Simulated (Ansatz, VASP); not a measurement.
# One calculation of Ge, two programs

```
Ge
1.0
    -2.51243    2.66842    1.44646
     2.51243   -2.66842    1.44646
     2.51243    2.66842   -1.44646
Ge
2
Direct
  0.31406 0.06406 0.25000
  0.68594 0.93594 0.75000
```

Alike in both runs: task single point; functional r2SCAN; k mesh 11 × 11 × 11; occupations fermi-dirac, width 0.05 eV; no spin polarisation.

|  | VASP | Ansatz |
| --- | --- | --- |
| version | VASP 6.6.1 | Ansatz 0.2.0 |
| potentials or method | VASP PAW PBE potentials, release 64 (Ge_d) | Ansatz PAW |
| plane-wave cutoff (eV) | 520 | 500 |
| valence electrons in the cell | 28 | 28 |

Ansatz gave:

```
gap on the k mesh at the Fermi level (eV)                     : none
pressure (GPa)                                                : -2.7
traceless stress, the component that is largest in VASP (GPa) : -1.11
rms of the force components (eV/Å)                            : 0.057
```

Question: Which values does VASP return?

Answer: gap on the k mesh at the Fermi level (eV): none; pressure (GPa): -2.9; traceless stress, the component that is largest in VASP (GPa): -1.11; rms of the force components (eV/Å): 0.055.

VASP's potentials were made for PBE, not for r2SCAN. Atom by atom the forces differ by 0.001 eV/Å (rms over components). A gap of «none» marks a metal or a gap that the smearing closes.
